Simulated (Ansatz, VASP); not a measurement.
Hg in VASP and in Ansatz

```
Hg
1.0
     3.24050    0.00000    0.00000
    -1.62025    2.80636    0.00000
     0.00000    0.00000    5.76190
Hg
2
Direct
  0.66667 0.33333 0.75000
  0.33333 0.66667 0.25000
```

Alike in both runs: task single point; functional PBE; dispersion D3(BJ); k mesh 15 × 15 × 8; occupations gaussian, width 0.15 eV; no spin polarisation.

|  | VASP | Ansatz |
| --- | --- | --- |
| version | VASP 6.6.1 | Ansatz 0.2.0 |
| potentials or method | VASP PAW PBE potentials, release 64 (Hg), cutoff 520 eV | scalar-relativistic, plane waves, PAW |
| valence electrons in the cell | 24 | 40 |

VASP gave:

| Quantity | Value |
| --- | --- |
| gap on the k mesh at the Fermi level (eV) | none |
| pressure (GPa) | -0.2 |
| traceless stress, the component that is largest in VASP (GPa) | -1.16 |

Task: Estimate Ansatz's values.

Result: gap on the k mesh at the Fermi level (eV): none; pressure (GPa): -0.4; traceless stress, the component that is largest in VASP (GPa): -1.08.

A gap of «none» marks a metal or a gap that the smearing closes. VASP's potentials hold 24 valence electrons a cell and Ansatz's 40, so a difference there can come from the potentials and not from the codes.

Neither program's run includes spin-orbit coupling.
